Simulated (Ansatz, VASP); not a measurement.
# Two plane-wave programs on SnO

The input INCAR:

```
  PREC = Accurate
  ENCUT = 520
  EDIFF = 1E-7
  ISMEAR = 0
  SIGMA = 0.15
  LREAL = F
  LASPH = T
  NELM = 60
  ALGO = Normal
  ISIF = 2
  LWAVE = F
  LCHARG = F
  NBANDS = 28
```

File KPOINTS:

```
Automatic mesh
0
Gamma
  12 12 10
```

The input POSCAR:

```
SnO
1.0
    3.3972712681      0.0000000000      0.0000000000
    0.0000000000      3.3972712681      0.0000000000
    0.0000000000      0.0000000000      5.0364546550
Sn O
2 2
Direct
    0.0000000000      0.5000000000      0.2457459271
    0.5000000000      0.0000000000      0.7542540729
    0.0000000000      0.0000000000      0.0000000000
    0.5000000000      0.5000000000      0.0000000000
```

Input for Ansatz:

```yaml
crystal:
  lattice:
    - [3.3972712681, 0.0, 0.0]
    - [0.0, 3.3972712681, 0.0]
    - [0.0, 0.0, 5.036454655]
  atoms:
    - { symbol: Sn, position: [0.0, 0.5, 0.2457459271] }
    - { symbol: Sn, position: [0.5, 0.0, 0.7542540729] }
    - { symbol: O, position: [0.0, 0.0, 0.0] }
    - { symbol: O, position: [0.5, 0.5, 0.0] }
basis:
  ecutwfc: 520.0
kpoints:
  mp_grid: { grid: [12, 12, 10] }
hamiltonian:
  xc: lda
scf:
  occupations: { method: gaussian, width: 0.15 }
output:
  forces: true
  stress: true
  eigenvalues: true
```

Alike in both runs: task single point; functional LDA; k mesh 12 × 12 × 10; occupations gaussian, width 0.15 eV; no spin polarisation.

|  | VASP | Ansatz |
| --- | --- | --- |
| version | VASP 6.6.1 | Ansatz 0.2.0 |
| potentials or method | VASP PAW LDA potentials, release 64 (Sn_d, O), cutoff 520 eV | scalar-relativistic, plane waves, PAW |
| valence electrons in the cell | 40 | 40 |

VASP gave:

| Property | Result |
| --- | --- |
| gap on the k mesh at the Fermi level (eV) | none |
| pressure (GPa) | 22.8 |
| traceless stress, the component that is largest in VASP (GPa) | -16.74 |
| rms of the force components (eV/Å) | 0.442 |

Question: What did Ansatz give for the same quantities?

Answer: gap on the k mesh at the Fermi level (eV): none; pressure (GPa): 22.1; traceless stress, the component that is largest in VASP (GPa): -16.82; rms of the force components (eV/Å): 0.376.

LDA's correlation is that of Perdew and Zunger in VASP and of Perdew and Wang (1992) in Ansatz. Atom by atom the forces differ by 0.066 eV/Å (rms over components). A gap of «none» marks a metal or a gap that the smearing closes.
